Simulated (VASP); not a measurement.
# Li2Ge2N3 (I4/mmm) in VASP: notebook

The runs below take Li2Ge2N3 through single point, relaxation of cell and atoms, with PBE.

Program: VASP 6.6.1. These are calculated values, not measurements. Logs are shortened: lines on timing, memory, paths and dates and some standing lists are left out, and cuts for length are marked.

## 1. The cell of the first run

It takes space group I4/mmm (No. 139, tetragonal). The conventional cell has a = 4.017 Å, b = 4.017 Å, c = 9.568 Å, α = 90.00°, β = 90.00°, γ = 90.00°. Li (site symmetry mmm) has 4 N at 2.01 to 2.39 Å within 2.7 Å. Ge (site symmetry 4mm) has 5 N at 1.88 to 2.07 Å within 2.5 Å. N (site symmetry -4m2) has 4 Ge at 2.07 Å and 2 Li at 2.39 Å within 2.7 Å. Within 2.5 Å of N (site symmetry 4/mmm) lie 2 Ge at 1.88 Å and 4 Li at 2.01 Å.

## 2. Single point, PBE

Contents of INCAR:

```
ALGO     = Normal         # electronic algorithm
EDIFF    = 1E-6           # SCF threshold, eV
ENCUT    = 520            # plane-wave cutoff, eV
GGA      = PE             # functional
ISIF     = 2              # what is computed and relaxed
ISMEAR   = 0              # smearing method
LASPH    = True           # aspherical terms in the spheres
LCHARG   = False          # write CHGCAR
LREAL    = False          # projectors in reciprocal space
LWAVE    = False          # write WAVECAR
NBANDS   = 34             # bands
NELM     = 80             # most SCF steps
PREC     = Accurate       # precision mode
SIGMA    = 0.2            # smearing width, eV
```

Contents of KPOINTS:

```
k-points
0
Gamma
  5 5 5
```

Contents of POSCAR:

```
Li2Ge2N3
1.0
   -2.0083436527      2.0083436527      4.7840545638
    2.0083436527     -2.0083436527      4.7840545638
    2.0083436527      2.0083436527     -4.7840545638
Li Ge N
2 2 3
Direct
    0.5000000000      0.0000000000      0.5000000000
    0.0000000000      0.5000000000      0.5000000000
    0.8030431022      0.8030431022      0.0000000000
    0.1969568978      0.1969568978      0.0000000000
    0.7500000000      0.2500000000      0.5000000000
    0.2500000000      0.7500000000      0.5000000000
    0.0000000000      0.0000000000      0.0000000000
```

Potentials or basis: VASP PAW PBE potentials, release 64 (Li_sv, Ge_d, N).

Run with:

```
$ cat potpaw_PBE.64/Li_sv/POTCAR potpaw_PBE.64/Ge_d/POTCAR potpaw_PBE.64/N/POTCAR > POTCAR
$ mpirun -np 1 vasp_std > vasp.out
```

OUTCAR:

```text
EDIFF = 1E-6
   ENCUT = 520
   GGA = PE
   ISIF = 2
   ISMEAR = 0
   LASPH = True
   LREAL = False
   NELM = 80
   PREC = Accurate

 ion  position               nearest neighbor table
   1  0.500  0.000  0.500-   7 2.01   7 2.01   3 2.75   4 2.75   3 2.75   4 2.75
   2  0.000  0.500  0.500-   7 2.01   7 2.01   3 2.75   4 2.75   3 2.75   4 2.75
   3  0.803  0.803  0.000-   7 1.88   6 2.07   5 2.07   5 2.07   6 2.07   2 2.75   1 2.75   1 2.75
                             2 2.75
   4  0.197  0.197  0.000-   7 1.88   6 2.07   5 2.07   5 2.07   6 2.07   2 2.75   1 2.75   2 2.75
                             1 2.75
   5  0.750  0.250  0.500-   3 2.07   4 2.07   3 2.07   4 2.07
   6  0.250  0.750  0.500-   3 2.07   4 2.07   3 2.07   4 2.07
   7  0.000  0.000  0.000-   3 1.88   4 1.88   1 2.01   2 2.01   2 2.01   1 2.01

  LATTYP: Found a body centered tetragonal cell.
 ALAT       =     4.0166873054
 C/A-ratio  =     2.3820896177

  Lattice vectors:

 A1 = (  -2.0083436527,   2.0083436527,   4.7840545638)
 A2 = (   2.0083436527,  -2.0083436527,   4.7840545638)
 A3 = (   2.0083436527,   2.0083436527,  -4.7840545638)

Analysis of symmetry for initial positions (statically):
=====================================================================
 Subroutine PRICEL returns:
 Original cell was already a primitive cell.

 Routine SETGRP: Setting up the symmetry group for a
 body centered tetragonal supercell.

 Subroutine GETGRP returns: Found 16 space group operations
 (whereof 16 operations were pure point group operations)
 out of a pool of 16 trial point group operations.

The static configuration has the point symmetry D_4h.

Analysis of symmetry for dynamics (positions and initial velocities):
=====================================================================
 Subroutine PRICEL returns:
 Original cell was already a primitive cell.

 Routine SETGRP: Setting up the symmetry group for a
 body centered tetragonal supercell.

 Subroutine GETGRP returns: Found 16 space group operations
 (whereof 16 operations were pure point group operations)
 out of a pool of 16 trial point group operations.

The dynamic configuration has the point symmetry D_4h.

 Subroutine INISYM returns: Found 16 space group operations
 (whereof 16 operations are pure point group operations),
 and found     1 'primitive' translations

----------------------------------------------------------------------------------------

                                     Primitive cell

  volume of cell :      77.1849

  direct lattice vectors                    reciprocal lattice vectors
    -2.008343653  2.008343653  4.784054564     0.000000000  0.248961376  0.104513858
     2.008343653 -2.008343653  4.784054564     0.248961376  0.000000000  0.104513858
     2.008343653  2.008343653 -4.784054564     0.248961376  0.248961376  0.000000000

  length of vectors
     5.563637886  5.563637886  5.563637886     0.270009099  0.270009099  0.352084555

  position of ions in fractional coordinates (direct lattice)
     0.500000000  0.000000000  0.500000000
     0.000000000  0.500000000  0.500000000
     0.803043102  0.803043102  0.000000000
     0.196956898  0.196956898  0.000000000
     0.750000000  0.250000000  0.500000000
     0.250000000  0.750000000  0.500000000
     0.000000000  0.000000000  0.000000000

  ion indices of the primitive-cell ions
   primitive index   ion index
                 1           1
                 2           2
                 3           3
                 4           4
                 5           5
                 6           6
                 7           7

----------------------------------------------------------------------------------------

 KPOINTS: k-points

Automatic generation of k-mesh.
 Grid dimensions read from file:
 generate k-points for:    5    5    5

 Generating k-lattice:

  Cartesian coordinates                     Fractional coordinates (reciprocal lattice)
     0.000000000  0.049792275  0.020902772     0.200000000  0.000000000 -0.000000000
     0.049792275  0.000000000  0.020902772     0.000000000  0.200000000 -0.000000000
     0.049792275  0.049792275  0.000000000     0.000000000  0.000000000  0.200000000

  Length of vectors
     0.054001820  0.054001820  0.070416911

  Shift w.r.t. Gamma in fractional coordinates (k-lattice)
     0.000000000  0.000000000  0.000000000

 Subroutine IBZKPT returns following result:
 ===========================================

 Found     18 irreducible k-points:

 Following reciprocal coordinates:
            Coordinates               Weight
  0.000000  0.000000  0.000000      1.000000
  0.200000 -0.000000  0.000000      8.000000
  0.400000 -0.000000  0.000000      8.000000
  0.200000  0.200000  0.000000      8.000000
  0.400000  0.200000  0.000000     16.000000
 -0.400000  0.200000  0.000000     16.000000
[... 10 lines left out ...]
 -0.400000  0.400000  0.400000      4.000000
 -0.400000 -0.400000  0.400000      2.000000
   k-points           NKPTS =     18   k-points in BZ     NKDIM =     18   number of bands    NBANDS=     34
   number of dos      NEDOS =    301   number of ions     NIONS =      7
   total plane-waves  NPLWV =  74088
   dimension x,y,z NGX =    42 NGY =   42 NGZ =   42
   dimension x,y,z NGXF=    84 NGYF=   84 NGZF=   84
   ions per type =               2   2   3
   NGX,Y,Z   is equivalent  to a cutoff of  12.55, 12.55, 12.55 a.u.
   NGXF,Y,Z  is equivalent  to a cutoff of  25.10, 25.10, 25.10 a.u.
 SYSTEM =  unknown system
   PREC   = accura    normal or accurate (medium, high low for compatibility)
   ISTART =      0    job   : 0-new  1-cont  2-samecut
   ICHARG =      2    charge: 1-file 2-atom 10-const
   ISPIN  =      1    spin polarized calculation?
   LNONCOLLINEAR =      F non collinear calculations
   LSORBIT =      F    spin-orbit coupling
   LASPH  =      T    aspherical Exc in radial PAW
   ENCUT  =  520.0 eV  38.22 Ry    6.18 a.u.  10.34 10.34 10.34*2*pi/ulx,y,z
   NELM   =     80;   NELMIN=  2; NELMDL= -5     # of ELM steps
   EDIFF  = 0.1E-05   stopping-criterion for ELM
   LREAL  =      F    real-space projection
   EDIFFG = 0.1E-04   stopping-criterion for IOM
   NSW    =      0    number of steps for IOM
   IBRION =     -1    ionic relax: 0-MD 1-quasi-New 2-CG
   NFREE  =      0    steps in history (QN), initial steepest desc. (CG)
   ISIF   =      2    stress and relaxation
   ISYM   =      2    0-nonsym 1-usesym 2-fastsym
   POTIM  = 0.5000    time-step for ionic-motion
   TEBEG  =    0.0;   TEEND  =   0.0 temperature during run
   PSTRESS=    0.0 pullay stress
   NELECT =      49.0000    total number of electrons
   NUPDOWN=      -1.0000    fix difference up-down
   EMIN   =  10.00;   EMAX   =-10.00  energy-range for DOS
   EFERMI =   0.00;   METHOD = LEGACY
   ISMEAR =     0;   SIGMA  =   0.20  broadening in eV -4-tet -1-fermi 0-gaus
   EFERMI_NEDOS =   21; number of points for ismear=-14 and -15
   IALGO  =     38    algorithm
   IMIX   =      4    mixing-type and parameters
     AMIX     =   0.40;   BMIX     =  1.00
     AMIX_MAG =   1.60;   BMIX_MAG =  1.00
  volume/ion in A,a.u.               =      11.03        74.41
  Fermi-wavevector in a.u.,A,eV,Ry     =   1.407007  2.658857 26.935012  1.979668
  Thomas-Fermi vector in A             =   2.529309
   LORBIT       =      0    0 simple, 1 ext, 2 COOP (PROOUT), +10 PAW based schemes
   GGA     = PE    functional components
   LHFCALC =     F    Hartree Fock is set to
   AEXX    =    0.0000 exact exchange contribution
   IVDW    =     0    specifies the selected vdW correction
   LEPSILON=     F    determine dielectric tensor
   LRPA    =     F    only Hartree local field effects (RPA)
 non-spin polarized calculation
 Gauss-broadening in eV      SIGMA  =   0.20
  energy-cutoff  :      520.00
  volume of cell :       77.18
 maximum number of plane-waves:      2098
 NGX is ok and might be reduce to    42
   NGX = 21   NGY = 21   NGZ = 21

 number of electron      49.0000008 magnetization

 Free energy of the ion-electron system (eV)
  ---------------------------------------------------
  ext. energy  EPLUGINS =         0.00000000
  ---------------------------------------------------
  free energy    TOTEN  =       -38.45605798 eV

  energy without entropy =      -38.43761547  energy(sigma->0) =      -38.44683673

 E-fermi :   6.7619     XC(G=0): -10.6728

 val. band max:        6.7162115955   @ k =   0.4000   0.4000   0.0000
 cond. band min:       6.8065452360   @ k =   0.2000  -0.0000   0.0000
 fundamental gap:      0.0903336405
 Fermi energy:         6.7619411085

 k-point     1 :       0.0000    0.0000    0.0000
  band No.  band energies     occupation
      1     -39.7448      2.00000
      2     -39.7112      2.00000
      3     -19.3047      2.00000
      4     -19.2799      2.00000
      5     -19.2175      2.00000
      6     -19.2009      2.00000
[... 26 lines left out ...]
     33      14.4638      0.00000
     34      14.4638      0.00000

 k-point     2 :       0.2000   -0.0000    0.0000
  band No.  band energies     occupation
      1     -39.7415      2.00000
      2     -39.7143      2.00000
      3     -19.2864      2.00000
      4     -19.2762      2.00000
      5     -19.2232      2.00000
      6     -19.2015      2.00000
[... 26 lines left out ...]
     33      14.2902      0.00000
     34      14.7634      0.00000

 k-point     3 :       0.4000   -0.0000    0.0000
  band No.  band energies     occupation
      1     -39.7328      2.00000
      2     -39.7224      2.00000
      3     -19.2709      2.00000
      4     -19.2527      2.00000
      5     -19.2227      2.00000
      6     -19.1972      2.00000
[... 26 lines left out ...]
     33      13.8120      0.00000
     34      14.8380      0.00000
[... 482 lines left out ...]
 k-point    17 :      -0.4000    0.4000    0.4000
  band No.  band energies     occupation
      1     -39.7414      2.00000
      2     -39.7143      2.00000
      3     -19.2866      2.00000
      4     -19.2501      2.00000
      5     -19.2500      2.00000
      6     -19.2007      2.00000
[... 26 lines left out ...]
     33      13.9535      0.00000
     34      15.3242      0.00000

 k-point    18 :      -0.4000   -0.4000    0.4000
  band No.  band energies     occupation
      1     -39.7448      2.00000
      2     -39.7113      2.00000
      3     -19.3044      2.00000
      4     -19.2593      2.00000
      5     -19.2395      2.00000
      6     -19.2008      2.00000
[... 26 lines left out ...]
     33      14.2505      0.00000
     34      14.7997      0.00000

------------------------ aborting loop because EDIFF is reached ----------------------------------------

  FORCE on cell =-STRESS in cart. coord.  units (eV):
  Direction    XX          YY          ZZ          XY          YZ          ZX
  --------------------------------------------------------------------------------------
  -------------------------------------------------------------------------------------
  Total        0.1008020      0.1008020     -0.0362586      0.0000000      0.0000000     -0.0000000
  in kB        2.0924128      2.0924128     -0.7526440      0.0000000      0.0000000     -0.0000000
  external PRESSURE =       1.1440605 kB  Pullay stress =       0.0000000 kB

 VOLUME and BASIS-vectors are now :
 -----------------------------------------------------------------------------
  energy-cutoff  :      520.00
  volume of cell :       77.18
      direct lattice vectors                 reciprocal lattice vectors
    -2.008343653  2.008343653  4.784054564     0.000000000  0.248961376  0.104513858
     2.008343653 -2.008343653  4.784054564     0.248961376  0.000000000  0.104513858
     2.008343653  2.008343653 -4.784054564     0.248961376  0.248961376  0.000000000

 POSITION                                       TOTAL-FORCE (eV/Angst)
 -----------------------------------------------------------------------------------
      0.00000      2.00834      0.00000        -0.000000     -0.000000     -0.000000
      2.00834      0.00000      0.00000        -0.000000     -0.000000     -0.000000
      0.00000      0.00000      7.68360        -0.000000     -0.000000      0.021308
      0.00000      0.00000      1.88451         0.000000      0.000000     -0.021308
      0.00000      2.00834      2.39203        -0.000000     -0.000000     -0.000000
      2.00834      0.00000      2.39203        -0.000000     -0.000000      0.000000
      0.00000      0.00000      0.00000        -0.000000     -0.000000     -0.000000
 -----------------------------------------------------------------------------------
    total drift:                                0.000000      0.000000     -0.000000

  FREE ENERGIE OF THE ION-ELECTRON SYSTEM (eV)
  ---------------------------------------------------
  free  energy   TOTEN  =       -38.4560579833 eV

  energy  without entropy=      -38.4376154746  energy(sigma->0) =      -38.44683673
```

Wall time 53 s (1 thread of Intel Xeon Platinum 8488C (Sapphire Rapids), shared host); peak memory 0.27 GiB.

What came out:

```
Free energy   : -38.4561 eV
Largest force : 0.021 eV/Å
```

Forces in eV/Å, atoms in the order of the input:
```
Li   0.000  0.000  0.000
Li   0.000  0.000  0.000
Ge   0.000  0.000  0.021
Ge   0.000  0.000 -0.021
N    0.000  0.000  0.000
N    0.000  0.000  0.000
N    0.000  0.000  0.000
```

Levels at points of the mesh, in eV from the Fermi level:
```tsv
k point	band 23	band 24	band 25	band 26	band 27	band 28
(0.00, 0.00, 0.00)	-3.25	-2.94	-2.15	-1.94	1.56	5.06
```

Caveat: the k points lie up to 0.44 Å⁻¹ apart; the cutoff is under 1.25 times the usual one of these potentials, so pressure, stress and relaxed cells hold a basis-set (Pulay) error.

## 3. Relaxation of cell and atoms, PBE

This run uses another cell than the first one, of 14.03 Å³/atom, 1.272 times its volume.

Contents of INCAR:

```
PREC = Accurate
ENCUT = 600
EDIFF = 1E-7
ISMEAR = 0
SIGMA = 0.2
LREAL = False
LASPH = True
NELM = 100
ALGO = Normal
ISIF = 3
LWAVE = False
LCHARG = False
GGA = PE
IBRION = 2
NSW = 36
EDIFFG = -0.08
```

Contents of KPOINTS:

```
regular mesh
0
Gamma
  5 5 5
```

Contents of POSCAR:

```
Li2Ge2N3
1.0
   -2.5301109000      2.5301109000      3.8356797100
    2.5301109000     -2.5301109000      3.8356797100
    2.5301109000      2.5301109000     -3.8356797100
Li Ge N
2 2 3
Direct
    0.5000000000      0.0000000000      0.5000000000
    0.0000000000      0.5000000000      0.5000000000
    0.7858774900      0.7858774900      0.0000000000
    0.2141225100      0.2141225100      0.0000000000
    0.7500000000      0.2500000000      0.5000000000
    0.2500000000      0.7500000000      0.5000000000
    0.0000000000      0.0000000000      0.0000000000
```

Potentials or basis: VASP PAW PBE potentials, release 64 (Li_sv, Ge_d, N).

Run with:

```
$ cat potpaw_PBE.64/Li_sv/POTCAR potpaw_PBE.64/Ge_d/POTCAR potpaw_PBE.64/N/POTCAR > POTCAR
$ mpirun -np 1 vasp_std > vasp.out
```

Run time: 11 min. Hardware: 1 thread of Intel Xeon Platinum 8488C (Sapphire Rapids), shared host; peak memory 0.3 GiB.

It converged, with:

| Property | Result |
| --- | --- |
| Free energy | -38.4579 eV |
| Relaxed volume | 10.97 Å³/atom |
| Relaxed cell | a = 5.517 Å, b = 5.517 Å, c = 5.517 Å, α = 137.12°, β = 137.12°, γ = 62.25° |
| Space group after relaxing (to 0.05 Å) | I4/mmm (No. 139) |
| Energy gained by relaxing | 622.8 meV/atom |
| Ionic steps | 15 |
| Pressure after relaxing | 0.1 GPa |
| Largest force after relaxing | 0.013 eV/Å |

Forces in eV/Å, atoms in the order of the input:
```
Li   0.000  0.000  0.000
Li   0.000  0.000  0.000
Ge   0.000  0.000  0.013
Ge   0.000  0.000 -0.013
N    0.000  0.000  0.000
N    0.000  0.000  0.000
N    0.000  0.000  0.000
```

Stress tensor (GPa, compression positive):
```
-0.09  0.00  0.00
 0.00 -0.09  0.00
 0.00  0.00  0.36
```

The path:
```
step  energy change (eV)  largest force (eV/Å)  pressure (GPa)  volume (Å³)
   1              0.0000                4.7603           -1.20        98.22
   2             -1.2908                2.5889          -17.16        95.41
   3             -1.4504                1.8749          -15.23        96.86
   4             -3.0989                2.1679           -8.30        80.17
   5             -3.3638                2.3743           -0.87        73.81
   6             -3.3681                2.4099            0.93        72.69
   7             -3.7996                0.9091            5.64        71.98
   8             -3.8414                0.0866            7.99        71.72
   9             -4.0897                0.6385            4.61        74.39
  10             -4.1749                1.8007            0.64        78.12
  11             -4.3153                0.1870           -4.19        80.09
  12             -4.3209                0.0908           -3.54        79.74
  13             -4.3547                0.0435           -1.29        77.81
  14             -4.3590                0.1164           -0.09        76.89
  15             -4.3596                0.0127            0.06        76.81
```

Final structure:
```
CELL_PARAMETERS angstrom
-2.01653 2.01653 4.72240
2.01653 -2.01653 4.72240
2.01653 2.01653 -4.72240
ATOMIC_POSITIONS crystal
Li 0.50000 0.00000 0.50000
Li 0.00000 0.50000 0.50000
Ge 0.80190 0.80190 0.00000
Ge 0.19810 0.19810 0.00000
N 0.75000 0.25000 0.50000
N 0.25000 0.75000 0.50000
N 0.00000 0.00000 0.00000
```

Levels at points of the mesh, in eV from the Fermi level:
```csv
k point,band 22,band 23,band 24,band 25,band 26,band 27,band 28,band 29
"(0.00, 0.00, 0.00)",-3.24,-3.24,-2.91,-2.05,-1.98,1.60,5.29,5.77
```

Caveat: the cutoff is under 1.25 times the usual one of these potentials, so pressure, stress and relaxed cells hold a basis-set (Pulay) error; the volume moved by over 15 % at a fixed basis, so the end points are rough; the relaxation stopped at a loose force limit of 0.08 eV/Å, so its end isn't a converged minimum.
